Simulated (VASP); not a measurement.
# Pb (Im-3m) in VASP: further runs, part 2 of 2

VASP 6.6.1. The steps go on from the part before.

## 3. Single point, PBE

The input, INCAR:

```
PREC = Accurate
ENCUT = 520
EDIFF = 1E-7
ISMEAR = 0
SIGMA = 0.022
LREAL = F
LASPH = T
NELM = 80
ALGO = Fast
ISIF = 2
LWAVE = F
LCHARG = F
GGA = PE
NBANDS = 13
```

The input, KPOINTS:

```
Automatic mesh
0
Gamma
  9 9 9
```

The input, POSCAR:

```
Pb
1.0
   -1.9796595667      1.9796595667      1.9796595667
    1.9796595667     -1.9796595667      1.9796595667
    1.9796595667      1.9796595667     -1.9796595667
Pb
1
Direct
    0.0000000000      0.0000000000      0.0000000000
```

Potentials or basis: VASP PAW PBE potentials, release 64 (Pb_d).

Command:

```
$ cat potpaw_PBE.64/Pb_d/POTCAR > POTCAR
$ mpirun -np 1 vasp_std > vasp.out
```

OUTCAR:

```text
PREC = Accurate
   ENCUT = 520
   EDIFF = 1E-7
   ISMEAR = 0
   LREAL = F
   LASPH = T
   NELM = 80
   ISIF = 2
   GGA = PE

 ion  position               nearest neighbor table
   1  0.000  0.000  0.000-

  LATTYP: Found a body centered cubic cell.
 ALAT       =     3.9593191334

  Lattice vectors:

 A1 = (  -1.9796595667,   1.9796595667,   1.9796595667)
 A2 = (   1.9796595667,  -1.9796595667,   1.9796595667)
 A3 = (   1.9796595667,   1.9796595667,  -1.9796595667)

Analysis of symmetry for initial positions (statically):
=====================================================================
 Subroutine PRICEL returns:
 Original cell was already a primitive cell.

 Routine SETGRP: Setting up the symmetry group for a
 body centered cubic supercell.

 Subroutine GETGRP returns: Found 48 space group operations
 (whereof 48 operations were pure point group operations)
 out of a pool of 48 trial point group operations.

The static configuration has the point symmetry O_h .

Analysis of symmetry for dynamics (positions and initial velocities):
=====================================================================
 Subroutine PRICEL returns:
 Original cell was already a primitive cell.

 Routine SETGRP: Setting up the symmetry group for a
 body centered cubic supercell.

 Subroutine GETGRP returns: Found 48 space group operations
 (whereof 48 operations were pure point group operations)
 out of a pool of 48 trial point group operations.

The dynamic configuration has the point symmetry O_h .

 Subroutine INISYM returns: Found 48 space group operations
 (whereof 48 operations are pure point group operations),
 and found     1 'primitive' translations

----------------------------------------------------------------------------------------

                                     Primitive cell

  volume of cell :      31.0336

  direct lattice vectors                    reciprocal lattice vectors
    -1.979659567  1.979659567  1.979659567     0.000000000  0.252568678  0.252568678
     1.979659567 -1.979659567  1.979659567     0.252568678  0.000000000  0.252568678
     1.979659567  1.979659567 -1.979659567     0.252568678  0.252568678  0.000000000

  length of vectors
     3.428870951  3.428870951  3.428870951     0.357186050  0.357186050  0.357186050

  position of ions in fractional coordinates (direct lattice)
     0.000000000  0.000000000  0.000000000

  ion indices of the primitive-cell ions
   primitive index   ion index
                 1           1

----------------------------------------------------------------------------------------

 KPOINTS: Automatic mesh

Automatic generation of k-mesh.
 Grid dimensions read from file:
 generate k-points for:    9    9    9

 Generating k-lattice:

  Cartesian coordinates                     Fractional coordinates (reciprocal lattice)
     0.000000000  0.028063186  0.028063186     0.111111111  0.000000000  0.000000000
     0.028063186  0.000000000  0.028063186     0.000000000  0.111111111  0.000000000
     0.028063186  0.028063186  0.000000000     0.000000000  0.000000000  0.111111111

  Length of vectors
     0.039687339  0.039687339  0.039687339

  Shift w.r.t. Gamma in fractional coordinates (k-lattice)
     0.000000000  0.000000000  0.000000000

 Subroutine IBZKPT returns following result:
 ===========================================

 Found     35 irreducible k-points:

 Following reciprocal coordinates:
            Coordinates               Weight
  0.000000  0.000000  0.000000      1.000000
  0.111111  0.000000  0.000000     12.000000
  0.222222  0.000000  0.000000     12.000000
  0.333333  0.000000  0.000000     12.000000
  0.444444  0.000000  0.000000     12.000000
  0.111111  0.111111  0.000000     24.000000
[... 16 lines left out ...]
 -0.333333  0.444444  0.111111     48.000000
 -0.444444 -0.444444  0.111111     24.000000
 [... further k-points ...]
   k-points           NKPTS =     35   k-points in BZ     NKDIM =     35   number of bands    NBANDS=     13
   number of dos      NEDOS =    301   number of ions     NIONS =      1
   total plane-waves  NPLWV =  21952
   dimension x,y,z NGX =    28 NGY =   28 NGZ =   28
   dimension x,y,z NGXF=    56 NGYF=   56 NGZF=   56
   ions per type =               1
   NGX,Y,Z   is equivalent  to a cutoff of  13.58, 13.58, 13.58 a.u.
   NGXF,Y,Z  is equivalent  to a cutoff of  27.15, 27.15, 27.15 a.u.
 SYSTEM =  unknown system
   PREC   = accura    normal or accurate (medium, high low for compatibility)
   ISTART =      0    job   : 0-new  1-cont  2-samecut
   ICHARG =      2    charge: 1-file 2-atom 10-const
   ISPIN  =      1    spin polarized calculation?
   LNONCOLLINEAR =      F non collinear calculations
   LSORBIT =      F    spin-orbit coupling
   LASPH  =      T    aspherical Exc in radial PAW
   ENCUT  =  520.0 eV  38.22 Ry    6.18 a.u.   6.38  6.38  6.38*2*pi/ulx,y,z
   NELM   =     80;   NELMIN=  2; NELMDL= -5     # of ELM steps
   EDIFF  = 0.1E-06   stopping-criterion for ELM
   LREAL  =      F    real-space projection
   EDIFFG = 0.1E-05   stopping-criterion for IOM
   NSW    =      0    number of steps for IOM
   IBRION =     -1    ionic relax: 0-MD 1-quasi-New 2-CG
   NFREE  =      0    steps in history (QN), initial steepest desc. (CG)
   ISIF   =      2    stress and relaxation
   ISYM   =      2    0-nonsym 1-usesym 2-fastsym
   POTIM  = 0.5000    time-step for ionic-motion
   TEBEG  =    0.0;   TEEND  =   0.0 temperature during run
   PSTRESS=    0.0 pullay stress
   NELECT =      14.0000    total number of electrons
   NUPDOWN=      -1.0000    fix difference up-down
   EMIN   =  10.00;   EMAX   =-10.00  energy-range for DOS
   EFERMI =   0.00;   METHOD = LEGACY
   ISMEAR =     0;   SIGMA  =   0.02  broadening in eV -4-tet -1-fermi 0-gaus
   EFERMI_NEDOS =   21; number of points for ismear=-14 and -15
   IALGO  =     68    algorithm
   IMIX   =      4    mixing-type and parameters
     AMIX     =   0.40;   BMIX     =  1.00
     AMIX_MAG =   1.60;   BMIX_MAG =  1.00
  volume/ion in A,a.u.               =      31.03       209.42
  Fermi-wavevector in a.u.,A,eV,Ry     =   1.255568  2.372680 21.448927  1.576452
  Thomas-Fermi vector in A             =   2.389319
   LORBIT       =      0    0 simple, 1 ext, 2 COOP (PROOUT), +10 PAW based schemes
   GGA     = PE    functional components
   LHFCALC =     F    Hartree Fock is set to
   AEXX    =    0.0000 exact exchange contribution
   IVDW    =     0    specifies the selected vdW correction
   LEPSILON=     F    determine dielectric tensor
   LRPA    =     F    only Hartree local field effects (RPA)
 non-spin polarized calculation
 RMM-DIIS sequential band-by-band and
 Gauss-broadening in eV      SIGMA  =   0.02
  energy-cutoff  :      520.00
  volume of cell :       31.03
 maximum number of plane-waves:       887
 NGX is ok and might be reduce to    28
   NGX = 13   NGY = 13   NGZ = 13

 number of electron      14.0000002 magnetization

 Free energy of the ion-electron system (eV)
  ---------------------------------------------------
  ext. energy  EPLUGINS =         0.00000000
  ---------------------------------------------------
  free energy    TOTEN  =        -3.50257983 eV

  energy without entropy =       -3.50248853  energy(sigma->0) =       -3.50253418

 E-fermi :   7.1457     XC(G=0): -10.0815

 val. band max:        6.9588329895   @ k =   0.3333   0.2222   0.0000
 cond. band min:       7.1726571764   @ k =  -0.2222   0.3333   0.1111
 fundamental gap:      0.2138241869
 Fermi energy:         7.1457147417

 k-point     1 :       0.0000    0.0000    0.0000
  band No.  band energies     occupation
      1     -10.1035      2.00000
      2     -10.1035      2.00000
      3     -10.1035      2.00000
      4      -9.8789      2.00000
      5      -9.8789      2.00000
      6      -4.5832      2.00000
      7      14.4591      0.00000
      8      14.4591      0.00000
      9      14.4591      0.00000
     10      18.1004      0.00000
     11      18.1004      0.00000
     12      18.1004      0.00000
     13      18.5376      0.00000
[... 353 lines left out ...]
 k-point    24 :      -0.4444   -0.4444    0.1111
  band No.  band energies     occupation
      1     -10.1004      2.00000
      2     -10.0487      2.00000
      3      -9.9550      2.00000
      4      -9.8960      2.00000
      5      -9.7653      2.00000
      6      -0.3814      2.00000
      7       3.8496      2.00000
      8       7.7019      0.00000
      9      11.5272      0.00000
     10      15.7797      0.00000
     11      17.1891      0.00000
     12      17.9868      0.00000
     13      19.7351      0.00000

 [... further k-points ...]
[... 5 lines left out ...]
  --------------------------------------------------------------------------------------
  -------------------------------------------------------------------------------------
  Total        0.1348308      0.1348308      0.1348308      0.0000000     -0.0000000      0.0000000
  in kB        6.9609468      6.9609468      6.9609468      0.0000000     -0.0000000      0.0000000
  external PRESSURE =       6.9609468 kB  Pullay stress =       0.0000000 kB

 VOLUME and BASIS-vectors are now :
 -----------------------------------------------------------------------------
  energy-cutoff  :      520.00
  volume of cell :       31.03
      direct lattice vectors                 reciprocal lattice vectors
    -1.979659567  1.979659567  1.979659567     0.000000000  0.252568678  0.252568678
     1.979659567 -1.979659567  1.979659567     0.252568678  0.000000000  0.252568678
     1.979659567  1.979659567 -1.979659567     0.252568678  0.252568678  0.000000000

 POSITION                                       TOTAL-FORCE (eV/Angst)
 -----------------------------------------------------------------------------------
      0.00000      0.00000      0.00000         0.000000      0.000000      0.000000
 -----------------------------------------------------------------------------------
    total drift:                               -0.000000     -0.000000     -0.000000

  FREE ENERGIE OF THE ION-ELECTRON SYSTEM (eV)
  ---------------------------------------------------
  free  energy   TOTEN  =        -3.5025798319 eV

  energy  without entropy=       -3.5024885320  energy(sigma->0) =       -3.50253418
```

Wall time 30 s (1 thread of Intel Xeon 8259CL, shared host); peak memory 0.16 GiB.

What came out:

```
Free energy            : -3.5026 eV
Pressure               : 0.7 GPa
Band gap on the k mesh : zero (band 7 reaches 14.46 eV, above the bottom of band 8 at 5.02 eV)
```

Levels at points of the mesh, in eV from the Fermi level:
```
           k point  band 4  band 5  band 6  band 7  band 8  band 9  band 10  band 11
(0.00, 0.00, 0.00)  -17.02  -17.02  -11.73    7.31    7.31    7.31    10.95    10.95
```

Caveat: spin-orbit coupling is left out, which moves the levels of the heavy elements.

## 4. Single point, PBE

The input, INCAR:

```
SYSTEM = Pb
  ALGO = Normal
  EDIFF = 1E-6
  ENCUT = 520
  GGA = PE
  ISIF = 2
  ISMEAR = 0
  LASPH = .TRUE.
  LCHARG = .FALSE.
  LREAL = .FALSE.
  LWAVE = .FALSE.
  NBANDS = 13
  NELM = 100
  PREC = Accurate
  SIGMA = 0.023
```

The input, KPOINTS:

```
k-points
0
G
  9 9 9
  0 0 0
```

POSCAR is that of step 3.

Command:

```
$ cat potpaw_PBE.64/Pb_d/POTCAR > POTCAR
$ mpirun -np 1 vasp_std > vasp.out
```

Wall time 24 s (1 thread of Intel Xeon 8259CL, shared host); peak memory 0.16 GiB.

Results (log left out):

```
Free energy            : -3.5026 eV
Pressure               : 0.6 GPa
Band gap on the k mesh : zero (band 7 reaches 14.46 eV, above the bottom of band 8 at 5.02 eV)
```

Levels at points of the mesh, in eV from the Fermi level:
```
           k point  band 4  band 5  band 6  band 7  band 8  band 9  band 10  band 11
(0.00, 0.00, 0.00)  -17.02  -17.02  -11.73    7.31    7.31    7.31    10.96    10.96
```

Caveat: spin-orbit coupling is left out, which moves the levels of the heavy elements.

## 5. Overview

```csv
smearing,gap on the mesh (eV),pressure (GPa)
gaussian 0.021 eV,none,0.6
gaussian 0.022 eV,none,0.7
gaussian 0.023 eV,none,0.6
```

Alike in all rows: task single point; level PBE; potentials or basis VASP PAW PBE potentials, release 64 (Pb_d); no spin polarisation; cell as given; k mesh 9 × 9 × 9; cutoff (eV) 520.

Every run on the cell as given and a fine mesh finds a metal.

Caveats: spin-orbit coupling is left out, which moves the levels of the heavy elements.

Absolute energies hang on the potentials; compare differences alone.
